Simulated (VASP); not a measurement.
TaN (rocksalt type): single point with LDA

The system is TaN (rocksalt type).

```xyz
2
Lattice="0.0000 2.0833 2.0833 2.0833 0.0000 2.0833 2.0833 2.0833 0.0000" Properties=species:S:1:pos:R:3 pbc="T T T"
Ta    0.0000    0.0000    0.0000
N     2.0833    2.0833    2.0833
```

```
Program                : VASP 6.6.1
Task                   : single point
Functional             : LDA
Potentials or basis    : VASP PAW LDA potentials, release 64 (Ta_pv, N)
Cutoff                 : 520 eV
k mesh                 : 15 × 15 × 15
Occupations            : fermi-dirac, width 0.05 eV
Spin                   : no spin polarisation
Dipole correction      : no
Further INCAR settings : ALGO = Normal; EDIFF = 1e-06; NBANDS = 15
```

| Item | Value |
| --- | --- |
| Pressure | 67.1 GPa |
| Band gap on the k mesh | zero (bands 8 and 9 overlap by 4.95 eV) |

Levels at points of the mesh, in eV from the Fermi level:
| k point | band 6 | band 7 | band 8 | band 9 | band 10 | band 11 |
| --- | --- | --- | --- | --- | --- | --- |
| (0.00, 0.00, 0.00) | -4.22 | -4.22 | -2.63 | -2.63 | -2.63 | 0.04 |

Wall time 13 s on 1 thread of Intel(R) Xeon(R) Platinum 8488C (Sapphire Rapids), with other jobs on the host, peak memory 0.16 GiB.

Caveat: the cell stands under pressure; spin-orbit coupling is left out, which moves the levels of the heavy elements.
